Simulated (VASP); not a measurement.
# Te (C2/m) in VASP: further runs, part 2 of 2

VASP 6.6.1. The steps go on from the part before.

### Step 3. Electric field gradients, PBE (26.75 Å³/atom)

This run uses another cell than the first one, of 26.75 Å³/atom.

Input file INCAR:

```
  ALGO = Normal
  EDIFF = 1E-8
  ENCUT = 520
  GGA = PE
  ISIF = 2
  ISMEAR = -1
  LASPH = T
  LCHARG = F
  LEFG = T
  LREAL = F
  LWAVE = F
  NBANDS = 16
  NELM = 80
  PREC = Accurate
  SIGMA = 0.05
```

Input file KPOINTS:

```
k-points
0
Gamma
  8 8 8
```

Input file POSCAR:

```
Te
1.0
    4.2481668808     -2.3790777987      0.0000000000
    4.2481668808      2.3790777987      0.0000000000
   -0.1308833919      0.0000000000      3.9704974388
Te
3
Direct
    0.6760000000      0.6760000000      0.6750000000
    0.3240000000      0.3240000000      0.3250000000
    0.0000000000      0.0000000000      0.0000000000
```

Potentials or basis: VASP PAW PBE potentials, release 64 (Te).

Launch:

```
$ cat potpaw_PBE.64/Te/POTCAR > POTCAR
$ mpirun -np 1 vasp_std > vasp.out
```

OUTCAR:

```text
EDIFF = 1E-8
   ENCUT = 520
   GGA = PE
   ISIF = 2
   ISMEAR = -1
   LASPH = T
   LREAL = F
   NELM = 80
   PREC = Accurate

 ion  position               nearest neighbor table
   1  0.676  0.676  0.675-   3 3.00   2 3.05   2 3.05   3 3.11   3 3.11   2 3.26
   2  0.324  0.324  0.325-   3 3.00   1 3.05   1 3.05   3 3.11   3 3.11   1 3.26
   3  0.000  0.000  0.000-   1 3.00   2 3.00   1 3.11   1 3.11   2 3.11   2 3.11

  LATTYP: Found a base centered monoclinic cell.
 ALAT       =     8.4963337616
 B/A-ratio  =     0.5600245625
 C/A-ratio  =     0.4675727418
 COS(beta)  =    -0.0329460833

  Lattice vectors:

 A1 = (   4.2481668808,  -2.3790777987,   0.0000000000)
 A2 = (   4.2481668808,   2.3790777987,   0.0000000000)
 A3 = (  -0.1308833919,   0.0000000000,   3.9704974388)

Analysis of symmetry for initial positions (statically):
=====================================================================
 Subroutine PRICEL returns:
 Original cell was already a primitive cell.

 Routine SETGRP: Setting up the symmetry group for a
 base centered monoclinic supercell.

 Subroutine GETGRP returns: Found  4 space group operations
 (whereof  4 operations were pure point group operations)
 out of a pool of  4 trial point group operations.

The static configuration has the point symmetry C_2h.

Analysis of symmetry for dynamics (positions and initial velocities):
=====================================================================
 Subroutine PRICEL returns:
 Original cell was already a primitive cell.

 Routine SETGRP: Setting up the symmetry group for a
 base centered monoclinic supercell.

 Subroutine GETGRP returns: Found  4 space group operations
 (whereof  4 operations were pure point group operations)
 out of a pool of  4 trial point group operations.

The dynamic configuration has the point symmetry C_2h.

 Subroutine INISYM returns: Found  4 space group operations
 (whereof  4 operations are pure point group operations),
 and found     1 'primitive' translations

----------------------------------------------------------------------------------------

                                     Primitive cell

  volume of cell :      80.2574

  direct lattice vectors                    reciprocal lattice vectors
     4.248166881 -2.379077799  0.000000000     0.117697825 -0.210165468  0.003879789
     4.248166881  2.379077799  0.000000000     0.117697825  0.210165468  0.003879789
    -0.130883392  0.000000000  3.970497439     0.000000000  0.000000000  0.251857611

  length of vectors
     4.868976589  4.868976589  3.972654072     0.240909433  0.240909433  0.251857611

  position of ions in fractional coordinates (direct lattice)
     0.676000000  0.676000000  0.675000000
     0.324000000  0.324000000  0.325000000
     0.000000000  0.000000000  0.000000000

  ion indices of the primitive-cell ions
   primitive index   ion index
                 1           1
                 2           2
                 3           3

----------------------------------------------------------------------------------------

 KPOINTS: k-points

Automatic generation of k-mesh.
[... 80 lines left out ...]
   EFERMI =   0.00;   METHOD = LEGACY
   ISMEAR =    -1;   SIGMA  =   0.05  broadening in eV -4-tet -1-fermi 0-gaus
   EFERMI_NEDOS =   21; number of points for ismear=-14 and -15
   IALGO  =     38    algorithm
   IMIX   =      4    mixing-type and parameters
     AMIX     =   0.40;   BMIX     =  1.00
     AMIX_MAG =   1.60;   BMIX_MAG =  1.00
  volume/ion in A,a.u.               =      26.75       180.53
  Fermi-wavevector in a.u.,A,eV,Ry     =   0.994651  1.879617 13.460654  0.989330
  Thomas-Fermi vector in A             =   2.126617
   LORBIT       =      0    0 simple, 1 ext, 2 COOP (PROOUT), +10 PAW based schemes
   GGA     = PE    functional components
   LHFCALC =     F    Hartree Fock is set to
   AEXX    =    0.0000 exact exchange contribution
   IVDW    =     0    specifies the selected vdW correction
   LEPSILON=     F    determine dielectric tensor
   LRPA    =     F    only Hartree local field effects (RPA)
 non-spin polarized calculation
  energy-cutoff  :      520.00
  volume of cell :       80.26
 maximum number of plane-waves:      2179
   NGX = 19   NGY = 19   NGZ = 15

 number of electron      18.0000000 magnetization

 Free energy of the ion-electron system (eV)
  ---------------------------------------------------
  ext. energy  EPLUGINS =         0.00000000
  ---------------------------------------------------
  free energy    TOTEN  =        -8.78900119 eV

  energy without entropy =       -8.77443146  energy(sigma->0) =       -8.78171632

 E-fermi :   8.8680     XC(G=0): -10.2837

 val. band max:        8.8618279886   @ k =  -0.2500   0.5000   0.1250
 cond. band min:       8.8788152570   @ k =  -0.1250   0.0000   0.1250
 fundamental gap:      0.0169872685
 Fermi energy:         8.8680298301

 k-point     1 :       0.0000    0.0000    0.0000
  band No.  band energies     occupation
      1      -5.8662      2.00000
      2      -0.7181      2.00000
      3      -0.6739      2.00000
      4       4.1986      2.00000
      5       4.4674      2.00000
      6       4.9824      2.00000
[... 433 lines left out ...]
      3      -0.8556      2.00000
      4       3.1377      2.00000
      5       3.4975      2.00000
      6       6.4208      2.00000
[... 8 lines left out ...]
     15      16.1241      0.00000
     16      16.8976      0.00000

 [... further k-points ...]

------------------------ aborting loop because EDIFF is reached ----------------------------------------

  FORCE on cell =-STRESS in cart. coord.  units (eV):
  Direction    XX          YY          ZZ          XY          YZ          ZX
  --------------------------------------------------------------------------------------
  -------------------------------------------------------------------------------------
  Total        4.0183256      4.0716892      4.5847443      0.0000000      0.0000000      0.5012455
  in kB       80.2177691     81.2830654     91.5251765      0.0000000      0.0000000     10.0063561
  external PRESSURE =      84.3420036 kB  Pullay stress =       0.0000000 kB

 VOLUME and BASIS-vectors are now :
 -----------------------------------------------------------------------------
  energy-cutoff  :      520.00
  volume of cell :       80.26
      direct lattice vectors                 reciprocal lattice vectors
     4.248166881 -2.379077799  0.000000000     0.117697825 -0.210165468  0.003879789
     4.248166881  2.379077799  0.000000000     0.117697825  0.210165468  0.003879789
    -0.130883392  0.000000000  3.970497439     0.000000000  0.000000000  0.251857611

 POSITION                                       TOTAL-FORCE (eV/Angst)
 -----------------------------------------------------------------------------------
      5.65518      0.00000      2.68009        -0.432119      0.000000     -0.202719
      2.71028      0.00000      1.29041         0.432119      0.000000      0.202719
      0.00000      0.00000      0.00000        -0.000000      0.000000     -0.000000
 -----------------------------------------------------------------------------------
    total drift:                               -0.000000      0.000000      0.000000

  FREE ENERGIE OF THE ION-ELECTRON SYSTEM (eV)
  ---------------------------------------------------
  free  energy   TOTEN  =        -8.7890011923 eV

  energy  without entropy=       -8.7744314559  energy(sigma->0) =       -8.78171632

 Electric field gradients (V/A^2)
---------------------------------------------------------------------
 ion       V_xx      V_yy      V_zz      V_xy      V_xz      V_yz
---------------------------------------------------------------------
   1     105.659   165.149  -270.809     0.000   -49.783    -0.000
   2     105.659   165.149  -270.809     0.000   -49.783    -0.000
   3     245.698    57.480  -303.178     0.000    74.583     0.000
---------------------------------------------------------------------

 Electric field gradients after diagonalization (V/A^2)
 (convention: |V_zz| > |V_xx| > |V_yy|)
----------------------------------------------------------------------
 ion       V_xx      V_yy      V_zz     asymmetry (V_yy - V_xx)/ V_zz
----------------------------------------------------------------------
   1     165.149   112.131  -277.280       0.191
   2     165.149   112.131  -277.280       0.191
   3     255.652    57.480  -313.132       0.633
----------------------------------------------------------------------

           NMR quadrupolar parameters

 Cq : quadrupolar parameter    Cq=e*Q*V_zz/h
 eta: asymmetry parameters     (V_yy - V_xx)/ V_zz
 Q  : nuclear electric quadrupole moment in mb (millibarn)
----------------------------------------------------------------------
 ion       Cq(MHz)       eta       Q (mb)
----------------------------------------------------------------------
   1      -0.670       0.191       1.000
   2      -0.670       0.191       1.000
   3      -0.757       0.633       1.000
----------------------------------------------------------------------
```

Run time: 2.3 min. Hardware: 1 thread of Intel Xeon Platinum 8488C (Sapphire Rapids), shared host; peak memory 0.29 GiB.

What came out:

```yaml
Free_energy: -8.7890 eV
Pressure: 8.4 GPa
Largest_force: 0.477 eV/Å
Band_gap_on_the_k_mesh: zero (bands 9 and 10 overlap by 3.41 eV)
Largest_electric_field_gradient_by_atom: Te -277.3, -313.1 (each value once) V/Å²
```

Forces in eV/Å, atoms in the order of the input:
```
Te  -0.432  0.000 -0.203
Te   0.432  0.000  0.203
Te   0.000  0.000  0.000
```

Stress tensor (GPa, compression positive):
```
8.02 0.00 1.00
0.00 8.13 0.00
1.00 0.00 9.15
```

Electric field gradients, principal values (V/Å²):
```csv
atom,least,middle,greatest (by size)
1 Te,112.131,165.149,-277.280
2 Te,112.131,165.149,-277.280
3 Te,57.480,255.652,-313.132
```

Caveat: the cell stands under pressure; without QUAD_EFG the Cq values of the log hold for a quadrupole moment of 1 mb, not for the nuclei; spin-orbit coupling is left out, which moves the levels of the heavy elements.

### Step 4. Electric field gradients, PBE (27.55 Å³/atom)

This run uses another cell than the first one, of 27.55 Å³/atom.

Input file INCAR:

```
SYSTEM = Te
PREC = Accurate ; ENCUT = 520
EDIFF = 1E-8 ; ISMEAR = -1
SIGMA = 0.05 ; LREAL = .FALSE.
LASPH = .TRUE. ; NELM = 100
ALGO = Normal ; ISIF = 2
LWAVE = .FALSE. ; LCHARG = .FALSE.
GGA = PE ; LEFG = .TRUE.
NBANDS = 16
```

Input file KPOINTS:

```
regular mesh
0
G
  8 8 8
  0 0 0
```

Input file POSCAR:

```
Te
1.0
    4.2898182317     -2.4024035783      0.0000000000
    4.2898182317      2.4024035783      0.0000000000
   -0.1321666442      0.0000000000      4.0094263667
Te
3
Direct
    0.6760000000      0.6760000000      0.6750000000
    0.3240000000      0.3240000000      0.3250000000
    0.0000000000      0.0000000000      0.0000000000
```

Potentials or basis: VASP PAW PBE potentials, release 64 (Te).

Launch:

```
$ cat potpaw_PBE.64/Te/POTCAR > POTCAR
$ mpirun -np 1 vasp_std > vasp.out
```

OUTCAR:

```text
SYSTEM = Te
   PREC = Accurate
   ENCUT = 520
   EDIFF = 1E-8
   ISMEAR = -1
   LREAL = .FALSE.
   LASPH = .TRUE.
   NELM = 100
   ISIF = 2
   GGA = PE

 ion  position               nearest neighbor table
   1  0.676  0.676  0.675-   3 3.03   2 3.08   2 3.08   3 3.14   3 3.14   2 3.29
   2  0.324  0.324  0.325-   3 3.03   1 3.08   1 3.08   3 3.14   3 3.14   1 3.29
   3  0.000  0.000  0.000-   1 3.03   2 3.03   1 3.14   1 3.14   2 3.14   2 3.14

  LATTYP: Found a base centered monoclinic cell.
 ALAT       =     8.5796364634
 B/A-ratio  =     0.5600245625
 C/A-ratio  =     0.4675727418
 COS(beta)  =    -0.0329460833
[... 680 lines left out ...]

 Electric field gradients (V/A^2)
---------------------------------------------------------------------
 ion       V_xx      V_yy      V_zz      V_xy      V_xz      V_yz
---------------------------------------------------------------------
   1     104.868   167.815  -272.683    -0.000   -51.986    -0.000
   2     104.868   167.815  -272.683    -0.000   -51.986    -0.000
   3     248.628    56.989  -305.618    -0.000    75.580    -0.000
---------------------------------------------------------------------

 Electric field gradients after diagonalization (V/A^2)
 (convention: |V_zz| > |V_xx| > |V_yy|)
----------------------------------------------------------------------
 ion       V_xx      V_yy      V_zz     asymmetry (V_yy - V_xx)/ V_zz
----------------------------------------------------------------------
   1     167.815   111.896  -279.711       0.200
   2     167.815   111.896  -279.711       0.200
   3     258.750    56.989  -315.739       0.639
----------------------------------------------------------------------

           NMR quadrupolar parameters

 Cq : quadrupolar parameter    Cq=e*Q*V_zz/h
 eta: asymmetry parameters     (V_yy - V_xx)/ V_zz
 Q  : nuclear electric quadrupole moment in mb (millibarn)
----------------------------------------------------------------------
 ion       Cq(MHz)       eta       Q (mb)
----------------------------------------------------------------------
   1      -0.676       0.200       1.000
   2      -0.676       0.200       1.000
   3      -0.763       0.639       1.000
----------------------------------------------------------------------
```

stdout:

```text
POSCAR found type information on POSCAR Te
 POSCAR found :  1 types and       3 ions
 scaLAPACK will be used
 LDA part: xc-table for (Slater+PW92), standard interpolation
 POSCAR, INCAR and KPOINTS ok, starting setup
 FFT: planning ... GRIDC
 FFT: planning ... GRID_SOFT
 FFT: planning ... GRID
 WAVECAR not read
 entering main loop
ion   1

ion   2

ion   3
```

It took 2.4 min on 1 thread of Intel Xeon Platinum 8488C (Sapphire Rapids), shared host; peak memory 0.31 GiB.

Results:

```yaml
Free_energy: -8.8957 eV
Pressure: 6.0 GPa
Largest_force: 0.400 eV/Å
Band_gap_on_the_k_mesh: zero (bands 9 and 10 overlap by 3.22 eV)
Largest_electric_field_gradient_by_atom: Te -279.7, -315.7 (each value once) V/Å²
```

Forces on the atoms (eV/Å):
```
Te  -0.353  0.000 -0.188
Te   0.353  0.000  0.188
Te   0.000  0.000  0.000
```

Stress tensor (GPa, compression positive):
```
5.19 0.00 0.96
0.00 5.29 0.00
0.96 0.00 7.40
```

Electric field gradients, principal values (V/Å²):
```tsv
atom	least	middle	greatest (by size)
1 Te	111.896	167.815	-279.711
2 Te	111.896	167.815	-279.711
3 Te	56.989	258.750	-315.739
```

Caveat: the cell stands under pressure; without QUAD_EFG the Cq values of the log hold for a quadrupole moment of 1 mb, not for the nuclei; spin-orbit coupling is left out, which moves the levels of the heavy elements.

### Step 5. Overview

```csv
cell,gap on the mesh (eV),pressure (GPa),largest force (eV/Å)
"a = 4.820, b = 4.820, c = 3.933 Å, angles 91.6, 91.6, 58.5°, 3 atoms",none,11.3,0.56
"a = 4.869, b = 4.869, c = 3.973 Å, angles 91.6, 91.6, 58.5°, 3 atoms",none,8.4,0.48
"a = 4.917, b = 4.917, c = 4.012 Å, angles 91.6, 91.6, 58.5°, 3 atoms",none,6.0,0.40
```

Alike in all rows: task electric field gradients; level PBE; potentials or basis VASP PAW PBE potentials, release 64 (Te); no spin polarisation; k mesh 8 × 8 × 8; cutoff (eV) 520; smearing fermi-dirac 0.05 eV.

Caveats: the cell stands under pressure; spin-orbit coupling is left out, which moves the levels of the heavy elements.

Total energies depend on the potentials used, so only differences within one code and one set of settings carry meaning.
